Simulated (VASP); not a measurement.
# Li3H8 in VASP: notebook

Li3H8 is run at these levels: PBE; tasks: single point, relaxation of cell and atoms.

Everything below comes from runs of VASP 6.6.1. Logs are shortened: lines on timing, memory, paths and dates and some standing lists are left out, and cuts for length are marked.

**1. The cell of the first run**

It takes space group P3m1 (No. 156, trigonal). The conventional cell has a = 5.840 Å, b = 5.840 Å, c = 5.451 Å, α = 90.00°, β = 90.00°, γ = 120.00°. Within 2.5 Å of Li (site symmetry m) lie 2 H at 1.84 Å and 2 Li at 2.45 Å. H (site symmetry 1) has 1 H at 0.76 Å within 1.0 Å. H (site symmetry 3m) has 3 Li at 1.84 Å and 1 H at 2.36 Å within 2.4 Å. H (site symmetry 3m) has 3 Li at 1.84 Å and 1 H at 2.36 Å within 2.4 Å.

The cell was generated, and may not be a known phase.

**2. Single point, PBE**

The input, INCAR:

```
PREC = Accurate
ENCUT = 520
EDIFF = 1E-7
ISMEAR = 0
SIGMA = 0.1
LREAL = F
LASPH = T
NELM = 60
ALGO = Normal
ISIF = 2
LWAVE = F
LCHARG = F
GGA = PE
NBANDS = 20
```

The input, KPOINTS:

```
regular mesh
0
Gamma
  6 6 6
```

The input, POSCAR:

```
Li3H8
1.0
    5.8403722309      0.0000000000      0.0000000000
   -2.9201861155      5.0579107195      0.0000000000
    0.0000000000      0.0000000000      5.4512296698
Li H
3 8
Direct
    0.4732031265      0.5267968735      0.8435131483
    0.4732031265     -0.0535937471      0.8435131483
    1.0535937471      0.5267968735      0.8435131483
    0.7642212151      0.6580505246      0.3424633896
    0.3419494754      0.1061706905      0.3424633896
    0.8938293095      0.2357787849      0.3424633896
    0.3419494754      0.2357787849      0.3424633896
    0.8938293095      0.6580505246      0.3424633896
    0.7642212151      0.1061706905      0.3424633896
    0.3333333333      0.6666666667      0.0601901309
    0.3333333333      0.6666666667      0.6269305568
```

Potentials or basis: VASP PAW PBE potentials, release 64 (Li_sv, H).

The run is started by

```sh
$ cat potpaw_PBE.64/Li_sv/POTCAR potpaw_PBE.64/H/POTCAR > POTCAR
$ mpirun -np 1 vasp_std > vasp.out
```

OUTCAR:

```text
PREC = Accurate
   ENCUT = 520
   EDIFF = 1E-7
   ISMEAR = 0
   LREAL = F
   LASPH = T
   NELM = 60
   ISIF = 2
   GGA = PE

 ion  position               nearest neighbor table
   1  0.473  0.527  0.844-   3 2.45   2 2.45
   2  0.473  0.946  0.844-   3 2.45   1 2.45
   3  0.054  0.527  0.844-   2 2.45   1 2.45
   4  0.764  0.658  0.342-   8 0.76
   5  0.342  0.106  0.342-   7 0.76
   6  0.894  0.236  0.342-   9 0.76
   7  0.342  0.236  0.342-   5 0.76
   8  0.894  0.658  0.342-   4 0.76
   9  0.764  0.106  0.342-   6 0.76
  10  0.333  0.667  0.060-
  11  0.333  0.667  0.627-

  LATTYP: Found a hexagonal cell.
 ALAT       =     5.8403722309
 C/A-ratio  =     0.9333702467

  Lattice vectors:

 A1 = (   5.8403722309,   0.0000000000,   0.0000000000)
 A2 = (  -2.9201861155,   5.0579107195,   0.0000000000)
 A3 = (   0.0000000000,   0.0000000000,   5.4512296698)

Analysis of symmetry for initial positions (statically):
=====================================================================
 Subroutine PRICEL returns:
 Original cell was already a primitive cell.

 Routine SETGRP: Setting up the symmetry group for a
 hexagonal supercell.

 Subroutine GETGRP returns: Found  6 space group operations
 (whereof  6 operations were pure point group operations)
 out of a pool of 24 trial point group operations.

The static configuration has the point symmetry C_3v.

Analysis of symmetry for dynamics (positions and initial velocities):
=====================================================================
 Subroutine PRICEL returns:
 Original cell was already a primitive cell.

 Routine SETGRP: Setting up the symmetry group for a
 hexagonal supercell.

 Subroutine GETGRP returns: Found  6 space group operations
 (whereof  6 operations were pure point group operations)
 out of a pool of 24 trial point group operations.

The dynamic configuration has the point symmetry C_3v.

 Subroutine INISYM returns: Found  6 space group operations
 (whereof  6 operations are pure point group operations),
 and found     1 'primitive' translations

----------------------------------------------------------------------------------------

                                     Primitive cell

  volume of cell :     161.0298

  direct lattice vectors                    reciprocal lattice vectors
     5.840372231  0.000000000  0.000000000     0.171221963  0.098855047  0.000000000
    -2.920186115  5.057910719  0.000000000     0.000000000  0.197710093  0.000000000
     0.000000000  0.000000000  5.451229670     0.000000000  0.000000000  0.183444848

  length of vectors
     5.840372231  5.840372231  5.451229670     0.197710093  0.197710093  0.183444848

  position of ions in fractional coordinates (direct lattice)
     0.473203127  0.526796873  0.843513148
     0.473203127  0.946406253  0.843513148
     0.053593747  0.526796873  0.843513148
     0.764221215  0.658050525  0.342463390
     0.341949475  0.106170691  0.342463390
     0.893829309  0.235778785  0.342463390
     0.341949475  0.235778785  0.342463390
     0.893829309  0.658050525  0.342463390
     0.764221215  0.106170691  0.342463390
     0.333333333  0.666666667  0.060190131
     0.333333333  0.666666667  0.626930557

  ion indices of the primitive-cell ions
   primitive index   ion index
                 1           1
                 2           2
                 3           3
                 4           4
                 5           5
                 6           6
                 7           7
                 8           8
                 9           9
                10          10
                11          11

----------------------------------------------------------------------------------------

 KPOINTS: regular mesh

Automatic generation of k-mesh.
 Grid dimensions read from file:
 generate k-points for:    6    6    6

 Generating k-lattice:

  Cartesian coordinates                     Fractional coordinates (reciprocal lattice)
     0.028536994  0.016475841  0.000000000     0.166666667  0.000000000  0.000000000
     0.000000000  0.032951682  0.000000000     0.000000000  0.166666667  0.000000000
     0.000000000  0.000000000  0.030574141     0.000000000  0.000000000  0.166666667

  Length of vectors
     0.032951682  0.032951682  0.030574141

  Shift w.r.t. Gamma in fractional coordinates (k-lattice)
     0.000000000  0.000000000  0.000000000

 Subroutine IBZKPT returns following result:
 ===========================================

 Found     34 irreducible k-points:

 Following reciprocal coordinates:
            Coordinates               Weight
  0.000000  0.000000  0.000000      1.000000
  0.166667  0.000000  0.000000      6.000000
  0.333333  0.000000  0.000000      6.000000
  0.500000 -0.000000  0.000000      3.000000
  0.166667  0.166667  0.000000      6.000000
  0.333333  0.166667  0.000000     12.000000
[... 16 lines left out ...]
  0.500000 -0.000000  0.333333      6.000000
[... 75 lines left out ...]

 k-point     1 :       0.0000    0.0000    0.0000
  band No.  band energies     occupation
      1     -47.9163      2.00000
      2     -47.8705      2.00000
      3     -47.8705      2.00000
      4      -9.0309      2.00000
      5      -7.5385      2.00000
      6      -7.5385      2.00000
[... 12 lines left out ...]
     19       6.0957      0.00000
     20       6.0957      0.00000

 k-point     2 :       0.1667    0.0000    0.0000
  band No.  band energies     occupation
      1     -47.9161      2.00000
      2     -47.8708      2.00000
      3     -47.8705      2.00000
      4      -8.9535      2.00000
      5      -7.6427      2.00000
      6      -7.5471      2.00000
[... 12 lines left out ...]
     19       6.1283      0.00000
     20       6.4734      0.00000

 k-point     3 :       0.3333    0.0000    0.0000
  band No.  band energies     occupation
      1     -47.9155      2.00000
      2     -47.8714      2.00000
      3     -47.8705      2.00000
      4      -8.7453      2.00000
      5      -7.9052      2.00000
      6      -7.5646      2.00000
[... 12 lines left out ...]
     19       5.7684      0.00000
     20       6.8779      0.00000

 k-point     4 :       0.5000   -0.0000    0.0000
  band No.  band energies     occupation
      1     -47.9152      2.00000
      2     -47.8717      2.00000
      3     -47.8705      2.00000
      4      -8.5642      2.00000
      5      -8.1137      2.00000
      6      -7.5732      2.00000
[... 12 lines left out ...]
     19       5.8679      0.00000
     20       6.9240      0.00000

 k-point     5 :       0.1667    0.1667    0.0000
  band No.  band energies     occupation
      1     -47.9157      2.00000
      2     -47.8712      2.00000
      3     -47.8705      2.00000
      4      -8.8088      2.00000
      5      -7.8179      2.00000
      6      -7.5713      2.00000
[... 12 lines left out ...]
     19       5.8424      0.00000
     20       6.8302      0.00000
[... 353 lines left out ...]
      6      -7.5538      2.00000
[... 12 lines left out ...]
     19       6.3499      0.00000
     20       6.7667      0.00000

 k-point    22 :       0.0000    0.3333    0.3333
  band No.  band energies     occupation
      1     -47.9155      2.00000
      2     -47.8714      2.00000
      3     -47.8705      2.00000
      4      -8.7163      2.00000
      5      -7.8867      2.00000
      6      -7.5538      2.00000
[... 12 lines left out ...]
     19       6.3486      0.00000
     20       6.7686      0.00000

 k-point    23 :       0.5000   -0.0000    0.3333
  band No.  band energies     occupation
      1     -47.9152      2.00000
      2     -47.8717      2.00000
      3     -47.8705      2.00000
      4      -8.5406      2.00000
      5      -8.0887      2.00000
      6      -7.5624      2.00000
[... 12 lines left out ...]
     19       6.5964      0.00000
     20       6.9144      0.00000

 k-point    24 :       0.1667    0.1667    0.3333
  band No.  band energies     occupation
      1     -47.9157      2.00000
      2     -47.8712      2.00000
      3     -47.8705      2.00000
      4      -8.7785      2.00000
      5      -7.8025      2.00000
      6      -7.5590      2.00000
[... 12 lines left out ...]
     19       6.3742      0.00000
     20       6.6695      0.00000

 [... further k-points ...]

------------------------ aborting loop because EDIFF is reached ----------------------------------------

  FORCE on cell =-STRESS in cart. coord.  units (eV):
  Direction    XX          YY          ZZ          XY          YZ          ZX
  --------------------------------------------------------------------------------------
  -------------------------------------------------------------------------------------
  Total       -0.1615156     -0.1615156      0.0154881      0.0000000      0.0000000     -0.0000000
  in kB       -1.6070112     -1.6070112      0.1541001      0.0000000      0.0000000     -0.0000000
  external PRESSURE =      -1.0199741 kB  Pullay stress =       0.0000000 kB

 VOLUME and BASIS-vectors are now :
 -----------------------------------------------------------------------------
  energy-cutoff  :      520.00
  volume of cell :      161.03
      direct lattice vectors                 reciprocal lattice vectors
     5.840372231  0.000000000  0.000000000     0.171221963  0.098855047  0.000000000
    -2.920186115  5.057910719  0.000000000     0.000000000  0.197710093  0.000000000
     0.000000000  0.000000000  5.451229670     0.000000000  0.000000000  0.183444848

 POSITION                                       TOTAL-FORCE (eV/Angst)
 -----------------------------------------------------------------------------------
      1.22534      2.66449      4.59818         0.003057     -0.001765     -0.000674
      0.00000      4.78684      4.59818        -0.000000      0.003530     -0.000674
     -1.22534      2.66449      4.59818        -0.003057     -0.001765     -0.000674
      2.54171      3.32836      1.86685         0.009879      0.002134      0.000427
      1.68707      0.53700      1.86685        -0.006788      0.007488      0.000427
      4.53178      1.19255      1.86685        -0.003091     -0.009622      0.000427
      1.30859      1.19255      1.86685         0.003091     -0.009622      0.000427
      3.29867      3.32836      1.86685        -0.009879      0.002134      0.000427
      4.15330      0.53700      1.86685         0.006788      0.007488      0.000427
     -0.00000      3.37194      0.32811         0.000000      0.000000     -0.008941
     -0.00000      3.37194      3.41754         0.000000      0.000000      0.008400
 -----------------------------------------------------------------------------------
    total drift:                                0.000002     -0.000001     -0.000924

  FREE ENERGIE OF THE ION-ELECTRON SYSTEM (eV)
  ---------------------------------------------------
  free  energy   TOTEN  =       -31.6231708007 eV

  energy  without entropy=      -31.6163912688  energy(sigma->0) =      -31.61978103
```

Run time: 1.8 min. Hardware: 1 thread of Intel Xeon 6975P-C (Granite Rapids), shared host; peak memory 0.31 GiB.

What came out:

```yaml
Free_energy: -31.6232 eV
Largest_force: 0.010 eV/Å
Band_gap_on_the_k_mesh: zero (an odd number of electrons rules out a gap without spin polarisation)
```

Forces in eV/Å, atoms in the order of the input:
```
Li   0.003 -0.002 -0.001
Li   0.000  0.004 -0.001
Li  -0.003 -0.002 -0.001
H    0.010  0.002  0.000
H   -0.007  0.007  0.000
H   -0.003 -0.010  0.000
H    0.003 -0.010  0.000
H   -0.010  0.002  0.000
H    0.007  0.007  0.000
H    0.000  0.000 -0.009
H    0.000  0.000  0.008
```

Caveat: the cutoff is under 1.25 times the usual one of these potentials, so pressure, stress and relaxed cells hold a basis-set (Pulay) error.

**3. Single point, PBE**

This run uses another cell than the first one, of 15.18 Å³/atom.

The input, INCAR:

```
PREC = Accurate
ENCUT = 520
EDIFF = 1E-6
ISMEAR = 0
SIGMA = 0.1
LREAL = False
LASPH = True
NELM = 60
ALGO = Normal
ISIF = 2
LWAVE = False
LCHARG = True
GGA = PE
LELF = True
LVHAR = True
NBANDS = 20
```

The input, KPOINTS:

```
regular mesh
0
Gamma
  6 6 8
```

The input, POSCAR:

```
Li3H8
1.0
    5.8517224859      0.0000000000      0.0000000000
   -2.9258612430      5.0677403287      0.0000000000
    0.0000000000      0.0000000000      5.6290912478
Li H
3 8
Direct
    0.4726807501      0.5273192499      0.5000000000
    0.4726807501      0.9453615001      0.5000000000
    0.0546384999      0.5273192499      0.5000000000
    0.7657247973      0.6606242563      0.0000000000
    0.3393757437      0.1051005411      0.0000000000
    0.8948994589      0.2342752027      0.0000000000
    0.3393757437      0.2342752027      0.0000000000
    0.8948994589      0.6606242563      0.0000000000
    0.7657247973      0.1051005411      0.0000000000
    0.3333333333      0.6666666667      0.7098624280
    0.3333333333      0.6666666667      0.2901375720
```

Potentials or basis: VASP PAW PBE potentials, release 64 (Li_sv, H).

The run is started by

```sh
$ cat potpaw_PBE.64/Li_sv/POTCAR potpaw_PBE.64/H/POTCAR > POTCAR
$ mpirun -np 1 vasp_std > vasp.out
```

Wall time 1.7 min (1 thread of Intel Xeon 6975P-C (Granite Rapids), shared host); peak memory 0.32 GiB.

Results (log left out):

* Free energy: -31.6239 eV
* Largest force: 0.016 eV/Å
* Band gap on the k mesh: zero (an odd number of electrons rules out a gap without spin polarisation)

Forces on the atoms (eV/Å):
```
Li   0.014 -0.008  0.000
Li   0.000  0.016  0.000
Li  -0.014 -0.008  0.000
H    0.010  0.000  0.000
H   -0.005  0.008  0.000
H   -0.005 -0.008  0.000
H    0.005 -0.008  0.000
H   -0.010  0.000  0.000
H    0.005  0.008  0.000
H    0.000  0.000 -0.001
H    0.000  0.000  0.001
```

Levels at points of the mesh, in eV from the Fermi level:
```tsv
k point	band 5	band 6	band 7	band 8	band 9	band 10	band 11	band 12	band 13	band 14
(0.00, 0.00, 0.00)	-6.50	-6.50	-3.89	-1.92	0.20	2.30	2.30	3.56	3.73	3.73
(0.50, 0.00, 0.00)	-7.07	-6.54	-3.98	-1.78	0.32	1.44	2.42	3.08	3.21	5.31
(0.00, 0.00, 0.50)	-6.49	-6.49	-3.91	-2.03	-0.32	2.72	2.72	3.04	3.04	4.58
(0.50, 0.00, 0.50)	-7.05	-6.53	-3.80	-2.26	-0.27	1.06	2.39	3.98	4.12	4.57
```

Caveat: the cutoff is under 1.25 times the usual one of these potentials, so pressure, stress and relaxed cells hold a basis-set (Pulay) error.

**4. Relaxation of cell and atoms, PBE**

The input, INCAR:

```
SYSTEM = Li3H8
PREC = Accurate
ENCUT = 600
EDIFF = 1E-6
ISMEAR = 0
SIGMA = 0.1
LREAL = .FALSE.
LASPH = .TRUE.
NELM = 80
ALGO = Normal
ISIF = 3
LWAVE = .FALSE.
LCHARG = .FALSE.
GGA = PE
IBRION = 2
NSW = 100
EDIFFG = -0.01
```

The input, KPOINTS:

```
Automatic mesh
0
G
  6 6 8
  0 0 0
```

The input, POSCAR:

```
Li3H8
1.0
    5.8403722309      0.0000000000      0.0000000000
   -2.9201861155      5.0579107195      0.0000000000
    0.0000000000      0.0000000000      5.4512296698
Li H
3 8
Direct
    0.4732031265      0.5267968735      0.5000000000
    0.4732031265      0.9464062529      0.5000000000
    0.0535937471      0.5267968735      0.5000000000
    0.7642212151      0.6580505246      0.0000000000
    0.3419494754      0.1061706905      0.0000000000
    0.8938293095      0.2357787849      0.0000000000
    0.3419494754      0.2357787849      0.0000000000
    0.8938293095      0.6580505246      0.0000000000
    0.7642212151      0.1061706905      0.0000000000
    0.3333333333      0.6666666667      0.7166769827
    0.3333333333      0.6666666667      0.2833230173
```

The run is started by

```sh
$ cat potpaw_PBE.64/Li_sv/POTCAR potpaw_PBE.64/H/POTCAR > POTCAR
$ mpirun -np 1 vasp_std > vasp.out
```

Wall time 3.7 min (1 thread of Intel Xeon 6975P-C (Granite Rapids), shared host); peak memory 0.35 GiB.

It converged, with:

| Quantity | Value |
| --- | --- |
| Free energy | -31.6262 eV |
| Relaxed volume | 14.65 Å³/atom |
| Relaxed cell | a = 5.804 Å, b = 5.804 Å, c = 5.524 Å, α = 90.00°, β = 90.00°, γ = 120.00° |
| Space group after relaxing (to 0.1 Å) | P-6m2 (No. 187) |
| Energy gained by relaxing | 0.1 meV/atom |
| Ionic steps | 11 |
| Pressure after relaxing | 0.0 GPa |
| Largest force after relaxing | 0.010 eV/Å |
| Band gap on the k mesh | zero (an odd number of electrons rules out a gap without spin polarisation) |

Forces on the atoms (eV/Å):
```
Li  -0.006  0.003  0.000
Li   0.000 -0.007  0.000
Li   0.006  0.003  0.000
H    0.004  0.003  0.000
H   -0.005  0.002  0.000
H    0.001 -0.005  0.000
H   -0.001 -0.005  0.000
H   -0.004  0.003  0.000
H    0.005  0.002  0.000
H    0.000  0.000 -0.010
H    0.000  0.000  0.010
```

The path:
| step | energy change (eV) | largest force (eV/Å) | pressure (GPa) | volume (Å³) |
| --- | --- | --- | --- | --- |
| 1 | 0.0000 | 0.0220 | -0.03 | 161.03 |
| 2 | 0.0000 | 0.0589 | 0.04 | 160.97 |
| 3 | -0.0001 | 0.0219 | 0.01 | 160.99 |
| 4 | -0.0003 | 0.0197 | 0.01 | 160.97 |
| 5 | -0.0007 | 0.0127 | 0.02 | 160.91 |
| 6 | -0.0011 | 0.0233 | 0.05 | 160.79 |
| 7 | -0.0011 | 0.0289 | 0.06 | 160.73 |
| 8 | -0.0014 | 0.0217 | 0.06 | 160.90 |
| 9 | -0.0014 | 0.0386 | 0.07 | 161.00 |
| 10 | -0.0015 | 0.0166 | 0.05 | 161.09 |
| 11 | -0.0016 | 0.0097 | 0.03 | 161.19 |

Final structure:
```
CELL_PARAMETERS angstrom
5.80445 0.00000 0.00000
-2.90223 5.02680 0.00000
0.00000 0.00000 5.52425
ATOMIC_POSITIONS crystal
Li 0.47387 0.52613 0.50000
Li 0.47387 0.94774 0.50000
Li 0.05226 0.52613 0.50000
H 0.76436 0.65898 0.00000
H 0.34102 0.10538 0.00000
H 0.89462 0.23564 0.00000
H 0.34102 0.23564 0.00000
H 0.89462 0.65898 0.00000
H 0.76436 0.10538 0.00000
H 0.33333 0.66667 0.71393
H 0.33333 0.66667 0.28607
```

Levels at points of the mesh, in eV from the Fermi level:
| k point | band 7 | band 8 | band 9 | band 10 | band 11 | band 12 |
| --- | --- | --- | --- | --- | --- | --- |
| (0.00, 0.00, 0.00) | -3.88 | -1.88 | 0.22 | 2.27 | 2.27 | 3.54 |
| (0.50, 0.00, 0.00) | -3.98 | -1.73 | 0.35 | 1.46 | 2.46 | 3.10 |
| (0.00, 0.00, 0.50) | -3.89 | -2.03 | -0.34 | 2.74 | 2.74 | 2.99 |
| (0.50, 0.00, 0.50) | -3.78 | -2.29 | -0.30 | 1.05 | 2.43 | 3.98 |

Caveat: the cutoff is under 1.25 times the usual one of these potentials, so pressure, stress and relaxed cells hold a basis-set (Pulay) error.

**5. Overview**

| task | cell | k mesh | cutoff (eV) | gap on the mesh (eV) | largest force (eV/Å) |
| --- | --- | --- | --- | --- | --- |
| single point | a = 5.840, b = 5.840, c = 5.451 Å, angles 90.0, 90.0, 120.0°, 11 atoms, atomic positions A | 6 × 6 × 6 | 520 | none | 0.01 |
| single point | a = 5.852, b = 5.852, c = 5.629 Å, angles 90.0, 90.0, 120.0°, 11 atoms, atomic positions B | 6 × 6 × 8 | 520 | none | 0.02 |
| relaxation of cell and atoms | relaxed from a = 5.840, b = 5.840, c = 5.451 Å, angles 90.0, 90.0, 120.0°, 11 atoms, atomic positions C | 6 × 6 × 8 | 600 | none | 0.01 |

Alike in all rows: level PBE; potentials or basis VASP PAW PBE potentials, release 64 (Li_sv, H); no spin polarisation; smearing gaussian 0.1 eV.

Caveats: the cutoff is under 1.25 times the usual one of these potentials, so pressure, stress and relaxed cells hold a basis-set (Pulay) error.

Absolute energies hang on the potentials; compare differences alone.
